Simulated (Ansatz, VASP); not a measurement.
**Cu: VASP beside Ansatz**

The input INCAR:

```
SYSTEM = Cu
PREC = Accurate
ENCUT = 520
EDIFF = 1E-7
ISMEAR = 0
SIGMA = 0.15
LREAL = .False.
LASPH = .True.
NELM = 100
ALGO = Fast
ISIF = 2
LWAVE = .False.
LCHARG = .True.
GGA = PE
LELF = .True.
LVHAR = .True.
NBANDS = 18
```

The input KPOINTS:

```
Automatic mesh
0
Gamma
  20 20 20
  0 0 0
```

POSCAR

```
Cu
1.0
    1.1502476913     -4.0555021268      0.0000000000
    1.1502476913      4.0555021268      0.0000000000
    0.0000000000      0.0000000000      2.5295659319
Cu
2
Direct
    0.1340351705      0.8659648295      0.2500000000
    0.8659648295      0.1340351705      0.7500000000
```

Input for Ansatz:

```yaml
crystal:
  lattice:
    - [1.1502476913, -4.0555021268, 0.0]
    - [1.1502476913, 4.0555021268, 0.0]
    - [0.0, 0.0, 2.5295659319]
  atoms:
    - { symbol: Cu, position: [0.1340351705, 0.8659648295, 0.25] }
    - { symbol: Cu, position: [0.8659648295, 0.1340351705, 0.75] }
basis:
  ecutwfc: 520.0
kpoints:
  mp_grid: { grid: [20, 20, 20] }
hamiltonian:
  xc: pbe
  pseudopotentials: { kind: paw, azcp: { folder: soft_1 } }
scf:
  occupations: { method: gaussian, width: 0.15 }
output:
  forces: true
  stress: true
  eigenvalues: true
  write_density: true
  write_potential: true
  elf: true
  volumetric_format: npy
```

Change from the starting cell: volume 11.800 Å^3 an atom, stretch along a over the lengths across it, relative to the relaxed cell 0.9230.

Alike in both runs: task single point; functional PBE; k mesh 20 × 20 × 20; occupations gaussian, width 0.15 eV; no spin polarisation.

|  | VASP | Ansatz |
| --- | --- | --- |
| version | VASP 6.6.1 | Ansatz 0.2.0 |
| potentials or method | VASP PAW PBE potentials, release 64 (Cu), cutoff 520 eV | scalar-relativistic, plane waves, PAW |
| valence electrons in the cell | 22 | 38 |

Ansatz gave:

| Property | Result |
| --- | --- |
| gap on the k mesh at the Fermi level (eV) | none |
| pressure (GPa) | 10.3 |
| traceless stress, the component that is largest in VASP (GPa) | 16.95 |
| rms of the force components (eV/Å) | 0.145 |

Q: Estimate VASP's values.

A: gap on the k mesh at the Fermi level (eV): none; pressure (GPa): 10.9; traceless stress, the component that is largest in VASP (GPa): 16.82; rms of the force components (eV/Å): 0.149.

Atom by atom the forces differ by 0.004 eV/Å (rms over components). A gap of «none» marks a metal or a gap that the smearing closes. VASP's potentials hold 22 valence electrons a cell and Ansatz's 38, so a difference there can come from the potentials and not from the codes.
